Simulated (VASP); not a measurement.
# Cr (Pm-3m) in VASP: further runs

Runs on Cr. Level: BLYP. Tasks: relaxation of cell and atoms, single point.

Everything below comes from runs of VASP 6.6.1. Logs are shortened: lines on timing, memory, paths and dates and some standing lists are left out, and cuts for length are marked.

### Step 1. The cell of the first run

Symmetry: Pm-3m, No. 221, cubic system. The conventional cell has a = 2.348 Å, b = 2.348 Å, c = 2.348 Å, α = 90.00°, β = 90.00°, γ = 90.00°. Within 3.1 Å of Cr (site symmetry m-3m) lie 6 Cr at 2.35 Å.

### Step 2. Relaxation of cell and atoms, BLYP

Input file INCAR:

```
PREC     = Accurate       # precision mode
ENCUT    = 600            # plane-wave cutoff, eV
EDIFF    = 1E-7           # SCF threshold, eV
ISMEAR   = -1             # smearing method
SIGMA    = 0.1            # smearing width, eV
LREAL    = False          # projectors in reciprocal space
LASPH    = True           # aspherical terms in the spheres
NELM     = 60             # most SCF steps
ALGO     = Normal         # electronic algorithm
ISIF     = 3              # what is computed and relaxed
LWAVE    = False          # write WAVECAR
LCHARG   = False          # write CHGCAR
GGA      = B5             # functional
ALDAX    = 1.0          
AGGAX    = 1.0          
AGGAC    = 1.0          
ALDAC    = 0.0          
IBRION   = 2              # ionic algorithm
NSW      = 80             # ionic steps
EDIFFG   = -0.01          # ionic threshold
```

Input file KPOINTS:

```
Automatic mesh
0
Gamma
  13 13 13
```

Input file POSCAR:

```
Cr
1.0
    2.3484326893      0.0000000000      0.0000000000
    0.0000000000      2.3484326893      0.0000000000
    0.0000000000      0.0000000000      2.3484326893
Cr
1
Direct
    0.0000000000      0.0000000000      0.0000000000
```

Potentials or basis: VASP PAW PBE potentials, release 64 (Cr_pv).

On the command line:

```
cat potpaw_PBE.64/Cr_pv/POTCAR > POTCAR
mpirun -np 1 vasp_std > vasp.out
```

OUTCAR:

```text
PREC = Accurate
   ENCUT = 600
   EDIFF = 1E-7
   ISMEAR = -1
   LREAL = False
   LASPH = True
   NELM = 60
   ISIF = 3
   GGA = B5
   IBRION = 2
   NSW = 80
   EDIFFG = -0.01

 ion  position               nearest neighbor table
   1  0.000  0.000  0.000-

  LATTYP: Found a simple cubic cell.
 ALAT       =     2.3484326893

  Lattice vectors:

 A1 = (   2.3484326893,   0.0000000000,   0.0000000000)
 A2 = (   0.0000000000,   2.3484326893,   0.0000000000)
 A3 = (   0.0000000000,   0.0000000000,   2.3484326893)

Analysis of symmetry for initial positions (statically):
=====================================================================
 Subroutine PRICEL returns:
 Original cell was already a primitive cell.

 Routine SETGRP: Setting up the symmetry group for a
 simple cubic supercell.

 Subroutine GETGRP returns: Found 48 space group operations
 (whereof 48 operations were pure point group operations)
 out of a pool of 48 trial point group operations.

The static configuration has the point symmetry O_h .

Analysis of symmetry for dynamics (positions and initial velocities):
=====================================================================
 Subroutine PRICEL returns:
 Original cell was already a primitive cell.

 Routine SETGRP: Setting up the symmetry group for a
 simple cubic supercell.

 Subroutine GETGRP returns: Found 48 space group operations
 (whereof 48 operations were pure point group operations)
 out of a pool of 48 trial point group operations.

The dynamic configuration has the point symmetry O_h .

 Subroutine INISYM returns: Found 48 space group operations
 (whereof 48 operations are pure point group operations),
 and found     1 'primitive' translations

----------------------------------------------------------------------------------------

                                     Primitive cell

  volume of cell :      12.9519

  direct lattice vectors                    reciprocal lattice vectors
     2.348432689  0.000000000  0.000000000     0.425815909  0.000000000  0.000000000
     0.000000000  2.348432689  0.000000000     0.000000000  0.425815909  0.000000000
     0.000000000  0.000000000  2.348432689     0.000000000  0.000000000  0.425815909

  length of vectors
     2.348432689  2.348432689  2.348432689     0.425815909  0.425815909  0.425815909

  position of ions in fractional coordinates (direct lattice)
     0.000000000  0.000000000  0.000000000

  ion indices of the primitive-cell ions
   primitive index   ion index
                 1           1

----------------------------------------------------------------------------------------

 KPOINTS: Automatic mesh

Automatic generation of k-mesh.
 Grid dimensions read from file:
 generate k-points for:   13   13   13

 Generating k-lattice:

  Cartesian coordinates                     Fractional coordinates (reciprocal lattice)
     0.032755070  0.000000000  0.000000000     0.076923077  0.000000000  0.000000000
     0.000000000  0.032755070  0.000000000     0.000000000  0.076923077  0.000000000
     0.000000000  0.000000000  0.032755070     0.000000000  0.000000000  0.076923077

  Length of vectors
     0.032755070  0.032755070  0.032755070

  Shift w.r.t. Gamma in fractional coordinates (k-lattice)
     0.000000000  0.000000000  0.000000000

 Subroutine IBZKPT returns following result:
 ===========================================

 Found     84 irreducible k-points:

 Following reciprocal coordinates:
            Coordinates               Weight
  0.000000  0.000000  0.000000      1.000000
  0.076923  0.000000  0.000000      6.000000
  0.153846  0.000000  0.000000      6.000000
  0.230769  0.000000  0.000000      6.000000
  0.307692  0.000000  0.000000      6.000000
  0.384615  0.000000  0.000000      6.000000
[... 16 lines left out ...]
  0.307692  0.307692  0.000000     12.000000
  0.384615  0.307692  0.000000     24.000000
 [... further k-points ...]
   k-points           NKPTS =     84   k-points in BZ     NKDIM =     84   number of bands    NBANDS=     10
   number of dos      NEDOS =    301   number of ions     NIONS =      1
   total plane-waves  NPLWV =   8000
   dimension x,y,z NGX =    20 NGY =   20 NGZ =   20
   dimension x,y,z NGXF=    40 NGYF=   40 NGZF=   40
   ions per type =               1
   NGX,Y,Z   is equivalent  to a cutoff of  14.16, 14.16, 14.16 a.u.
   NGXF,Y,Z  is equivalent  to a cutoff of  28.32, 28.32, 28.32 a.u.
 SYSTEM =  unknown system
   PREC   = accura    normal or accurate (medium, high low for compatibility)
   ISTART =      0    job   : 0-new  1-cont  2-samecut
   ICHARG =      2    charge: 1-file 2-atom 10-const
   ISPIN  =      1    spin polarized calculation?
   LNONCOLLINEAR =      F non collinear calculations
   LSORBIT =      F    spin-orbit coupling
   LASPH  =      T    aspherical Exc in radial PAW
   ENCUT  =  600.0 eV  44.10 Ry    6.64 a.u.   4.69  4.69  4.69*2*pi/ulx,y,z
   NELM   =     60;   NELMIN=  2; NELMDL= -5     # of ELM steps
   EDIFF  = 0.1E-06   stopping-criterion for ELM
   LREAL  =      F    real-space projection
   EDIFFG = -.1E-01   stopping-criterion for IOM
   NSW    =     80    number of steps for IOM
   IBRION =      2    ionic relax: 0-MD 1-quasi-New 2-CG
   NFREE  =      1    steps in history (QN), initial steepest desc. (CG)
   ISIF   =      3    stress and relaxation
   ISYM   =      2    0-nonsym 1-usesym 2-fastsym
   POTIM  = 0.5000    time-step for ionic-motion
   TEBEG  =    0.0;   TEEND  =   0.0 temperature during run
   PSTRESS=    0.0 pullay stress
   NELECT =      12.0000    total number of electrons
   NUPDOWN=      -1.0000    fix difference up-down
   EMIN   =  10.00;   EMAX   =-10.00  energy-range for DOS
   EFERMI =   0.00;   METHOD = LEGACY
   ISMEAR =    -1;   SIGMA  =   0.10  broadening in eV -4-tet -1-fermi 0-gaus
   EFERMI_NEDOS =   21; number of points for ismear=-14 and -15
   IALGO  =     38    algorithm
   IMIX   =      4    mixing-type and parameters
     AMIX     =   0.40;   BMIX     =  1.00
     AMIX_MAG =   1.60;   BMIX_MAG =  1.00
  volume/ion in A,a.u.               =      12.95        87.40
  Fermi-wavevector in a.u.,A,eV,Ry     =   1.595967  3.015940 34.655527  2.547109
  Thomas-Fermi vector in A             =   2.693803
   LORBIT       =      0    0 simple, 1 ext, 2 COOP (PROOUT), +10 PAW based schemes
   GGA     = B5    functional components
   LHFCALC =     F    Hartree Fock is set to
   AEXX    =    0.0000 exact exchange contribution
   IVDW    =     0    specifies the selected vdW correction
   LEPSILON=     F    determine dielectric tensor
   LRPA    =     F    only Hartree local field effects (RPA)
 conjugate gradient relaxation of ions
 non-spin polarized calculation
  energy-cutoff  :      600.00
  volume of cell :       12.95
 maximum number of plane-waves:       449
 NGX is ok and might be reduce to    20
   NGX =  9   NGY =  9   NGZ =  9

--------------------------------------- Ionic step        1  -------------------------------------------

 number of electron      12.0000009 magnetization

 Free energy of the ion-electron system (eV)
  ---------------------------------------------------
  ext. energy  EPLUGINS =         0.00000000
  ---------------------------------------------------
  free energy    TOTEN  =        -7.51251025 eV

  energy without entropy =       -7.47250175  energy(sigma->0) =       -7.49250600

------------------------ aborting loop because EDIFF is reached ----------------------------------------

  FORCE on cell =-STRESS in cart. coord.  units (eV):
  Direction    XX          YY          ZZ          XY          YZ          ZX
  --------------------------------------------------------------------------------------
  -------------------------------------------------------------------------------------
  Total        0.3524988      0.3524988      0.3524988      0.0000000      0.0000000     -0.0000000
  in kB       43.6047618     43.6047618     43.6047618      0.0000000      0.0000000     -0.0000000
  external PRESSURE =      43.6047618 kB  Pullay stress =       0.0000000 kB
[... 55 lines left out ...]
  energy  without entropy=       -7.4681623905  energy(sigma->0) =       -7.49001458

--------------------------------------- Ionic step        3  -------------------------------------------

 number of electron      11.9999994 magnetization

 Free energy of the ion-electron system (eV)
  ---------------------------------------------------
  ext. energy  EPLUGINS =         0.00000000
  ---------------------------------------------------
  free energy    TOTEN  =        -7.51673630 eV

  energy without entropy =       -7.47495580  energy(sigma->0) =       -7.49584605

 E-fermi :   9.6595     XC(G=0): -12.1660

 val. band max:        9.6477131601   @ k =   0.3846   0.1538   0.1538
 cond. band min:       9.7126997304   @ k =   0.3846   0.3077   0.1538
 fundamental gap:      0.0649865704
 Fermi energy:         9.6594928831

 k-point     1 :       0.0000    0.0000    0.0000
  band No.  band energies     occupation
      1     -32.7645      2.00000
      2     -32.7645      2.00000
      3     -32.7645      2.00000
      4       2.6572      2.00000
      5       6.5808      2.00000
      6       6.5809      2.00000
      7      11.9998      0.00000
      8      11.9999      0.00000
      9      11.9999      0.00000
     10      16.8217      0.00000
[... 287 lines left out ...]
 k-point    24 :       0.3846    0.3077    0.0000
  band No.  band energies     occupation
      1     -33.5003      2.00000
      2     -33.3021      2.00000
      3     -32.6384      2.00000
      4       6.2674      2.00000
      5       7.5549      2.00000
      6      10.2472      0.00559
      7      10.5983      0.00017
      8      10.9922      0.00000
      9      12.2609      0.00000
     10      16.8218      0.00000

 [... further k-points ...]
[... 5 lines left out ...]
  --------------------------------------------------------------------------------------
  -------------------------------------------------------------------------------------
  Total       -0.0054002     -0.0054002     -0.0054002     -0.0000000     -0.0000000     -0.0000000
  in kB       -0.6518811     -0.6518811     -0.6518811     -0.0000000     -0.0000000     -0.0000000
  external PRESSURE =      -0.6518811 kB  Pullay stress =       0.0000000 kB
[... 16 lines left out ...]
  FREE ENERGIE OF THE ION-ELECTRON SYSTEM (eV)
  ---------------------------------------------------
  free  energy   TOTEN  =        -7.5167363034 eV

  energy  without entropy=       -7.4749557996  energy(sigma->0) =       -7.49584605

 reached required accuracy - stopping structural energy minimisation
```

Run time: 18 s. Hardware: 1 thread of Intel Xeon 6975P-C (Granite Rapids), shared host; peak memory 0.13 GiB.

What came out:

```
Free energy                            : -7.5167 eV
Relaxed volume                         : 13.27 Å³/atom
Relaxed cell                           : a = 2.368 Å, b = 2.368 Å, c = 2.368 Å, α = 90.00°, β = 90.00°, γ = 90.00°
Space group after relaxing (to 0.05 Å) : Pm-3m (No. 221)
Energy gained by relaxing              : 4.2 meV/atom
Ionic steps                            : 3
Pressure after relaxing                : -0.1 GPa
Band gap on the k mesh                 : zero (band 6 reaches 10.64 eV, above the bottom of band 7 at 9.22 eV)
```

The path:
```
step  energy change (eV)  largest force (eV/Å)  pressure (GPa)  volume (Å³)
   1              0.0000                0.0000            4.36        12.95
   2              0.0006                0.0000           -4.39        13.62
   3             -0.0042                0.0000           -0.07        13.27
```

Final structure:
```xyz
1
Lattice="2.3676 0.0000 0.0000 0.0000 2.3676 0.0000 0.0000 0.0000 2.3676" Properties=species:S:1:pos:R:3 pbc="T T T"
Cr    0.0000    0.0000    0.0000
```

Caveat: the PAW data sets were made with another functional, which shifts forces and pressure a little; the run has no spin polarisation, though such a crystal can be magnetic. Spin polarisation is off, so any magnetic state and its effect on volume and gap are missing.

### Step 3. Single point, BLYP

This run uses another cell than the first one, of 13.27 Å³/atom, 1.025 times its volume.

Input file INCAR:

```
SYSTEM = Cr
PREC     = Accurate       ! precision mode
ENCUT    = 520            ! plane-wave cutoff, eV
EDIFF    = 1E-6           ! SCF threshold, eV
ISMEAR   = -1             ! smearing method
SIGMA    = 0.1            ! smearing width, eV
LREAL    = .False.        ! projectors in reciprocal space
LASPH    = .True.         ! aspherical terms in the spheres
NELM     = 80             ! most SCF steps
ALGO     = Normal         ! electronic algorithm
ISIF     = 2              ! what is computed and relaxed
LWAVE    = .False.        ! write WAVECAR
LCHARG   = .False.        ! write CHGCAR
GGA      = B5             ! functional
ALDAX    = 1.0          
AGGAX    = 1.0          
AGGAC    = 1.0          
ALDAC    = 0.0          
NBANDS   = 12             ! bands
```

Input file KPOINTS:

```
regular mesh
0
Gamma
  22 22 22
  0 0 0
```

Input file POSCAR:

```
Cr
1.0
    2.3675941668      0.0000000000      0.0000000000
    0.0000000000      2.3675941668      0.0000000000
    0.0000000000      0.0000000000      2.3675941668
Cr
1
Direct
    0.0000000000      0.0000000000      0.0000000000
```

Potentials or basis: VASP PAW PBE potentials, release 64 (Cr_pv).

On the command line:

```
cat potpaw_PBE.64/Cr_pv/POTCAR > POTCAR
mpirun -np 1 vasp_std > vasp.out
```

Run time: 15 s. Hardware: 1 thread of Intel Xeon 6975P-C (Granite Rapids), shared host; peak memory 0.16 GiB.

The run converged. Its results:

```
Free energy            : -7.5106 eV
Pressure               : 0.3 GPa
Band gap on the k mesh : zero (band 6 reaches 10.69 eV, above the bottom of band 7 at 9.06 eV)
```

Levels at points of the mesh, in eV from the Fermi level:
| k point | band 2 | band 3 | band 4 | band 5 | band 6 | band 7 | band 8 | band 9 | band 10 | band 11 |
| --- | --- | --- | --- | --- | --- | --- | --- | --- | --- | --- |
| (0.00, 0.00, 0.00) | -42.42 | -42.42 | -7.00 | -3.07 | -3.07 | 2.35 | 2.35 | 2.35 | 7.17 | 19.29 |
| (0.50, 0.00, 0.00) | -42.33 | -42.33 | -3.00 | -2.36 | -0.38 | 0.50 | 0.50 | 2.52 | 6.97 | 7.17 |
| (0.50, 0.50, 0.00) | -43.22 | -42.25 | -4.21 | -1.68 | 0.89 | 0.89 | 3.49 | 6.15 | 6.15 | 7.17 |
| (0.50, 0.50, 0.50) | -43.10 | -43.10 | -2.73 | -2.73 | -2.73 | 3.59 | 3.59 | 7.17 | 11.59 | 13.60 |

Caveat: the PAW data sets were made with another functional, which shifts forces and pressure a little; the run has no spin polarisation, though such a crystal can be magnetic. Spin polarisation is off, so any magnetic state and its effect on volume and gap are missing.
